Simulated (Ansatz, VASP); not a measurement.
Two plane-wave programs on KMgF3

INCAR

```
PREC     = Accurate       # precision mode
ENCUT    = 600            # plane-wave cutoff, eV
EDIFF    = 1E-7           # SCF threshold, eV
ISMEAR   = 0              # smearing method
SIGMA    = 0.01           # smearing width, eV
LREAL    = False          # projectors in reciprocal space
LASPH    = True           # aspherical terms in the spheres
NELM     = 80             # most SCF steps
ALGO     = Normal         # electronic algorithm
ISIF     = 3              # what is computed and relaxed
LWAVE    = False          # write WAVECAR
LCHARG   = False          # write CHGCAR
GGA      = RP             # functional
IBRION   = 2              # ionic algorithm
NSW      = 100            # ionic steps
EDIFFG   = -0.02          # ionic threshold
```

The input KPOINTS:

```
Automatic mesh
0
Gamma
  6 6 6
```

Contents of POSCAR:

```
KMgF3
1.0
    3.9859000000      0.0000000000      0.0000000000
    0.0000000000      3.9859000000      0.0000000000
    0.0000000000      0.0000000000      3.9859000000
K Mg F
1 1 3
Direct
    0.5000000000      0.5000000000      0.5000000000
    0.0000000000      0.0000000000      0.0000000000
    0.5000000000      0.0000000000      0.0000000000
    0.0000000000      0.5000000000      0.0000000000
    0.0000000000      0.0000000000      0.5000000000
```

Input for Ansatz:

```yaml
crystal:
  lattice:
    - [3.9859, 0.0, 0.0]
    - [0.0, 3.9859, 0.0]
    - [0.0, 0.0, 3.9859]
  atoms:
    - { symbol: K, position: [0.5, 0.5, 0.5] }
    - { symbol: Mg, position: [0.0, 0.0, 0.0] }
    - { symbol: F, position: [0.5, 0.0, 0.0] }
    - { symbol: F, position: [0.0, 0.5, 0.0] }
    - { symbol: F, position: [0.0, 0.0, 0.5] }
kpoints:
  mp_grid:
    grid: [6, 6, 6]
hamiltonian:
  xc: rpbe
  dispersion: none
scf:
  occupations:
    method: fixed
relax:
  f_tol: 0.02
  max_steps: 100
  cell: {}
```

Alike in both runs: task relaxation of cell and atoms; functional RPBE; k mesh 6 × 6 × 6; no spin polarisation.

|  | VASP | Ansatz |
| --- | --- | --- |
| version | VASP 6.6.1 | Ansatz 0.2.0 |
| potentials or method | VASP PAW PBE potentials, release 64 (K_sv, Mg, F) | plane waves, PAW |
| plane-wave cutoff (eV) | 600 | 420 |
| occupations | gaussian, width 0.01 eV | fixed |
| valence electrons in the cell | 32 | 40 |

```csv
,VASP,Ansatz,Ansatz less VASP
relaxed volume (Å³/atom),14.08,14.16,+0.082
relaxed cell length with the largest relative difference (Å),4.129,4.137,+0.0080
```

VASP's potentials were made for PBE, not for RPBE. VASP's potentials hold 32 valence electrons a cell and Ansatz's 40, so a difference there can come from the potentials and not from the codes.
